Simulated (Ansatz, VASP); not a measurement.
**C in VASP and in Ansatz**

```
C
1.0
     0.00000    1.68204    1.85243
     1.68204    0.00000    1.85243
     1.68204    1.68204    0.00000
C
2
Cartesian
  1.6820 1.6820 1.8524
  2.5231 2.5231 2.7786
```

Alike in both runs: task single point; functional LDA; k mesh 12 × 12 × 12; occupations gaussian, width 0.05 eV; no spin polarisation.

|  | VASP | Ansatz |
| --- | --- | --- |
| version | VASP 6.6.1 | Ansatz 0.2.0 |
| potentials or method | VASP PAW LDA potentials, release 64 (C_h), cutoff 910 eV | scalar-relativistic, plane waves, PAW |
| valence electrons in the cell | 8 | 8 |

Ansatz gave:

| Quantity | Value |
| --- | --- |
| gap on the k mesh at the Fermi level (eV) | 3.07 |
| least direct gap on the mesh (eV) | 4.88 |

Question: Estimate VASP's values.

Answer: gap on the k mesh at the Fermi level (eV): 3.06; least direct gap on the mesh (eV): 4.89.

Ansatz warns that its potentials were made for another functional, while VASP's fit it. LDA's correlation is that of Perdew and Zunger in VASP and of Perdew and Wang (1992) in Ansatz.

Noted on VASP's run: the cutoff is short for stress, so the pressure is rough.
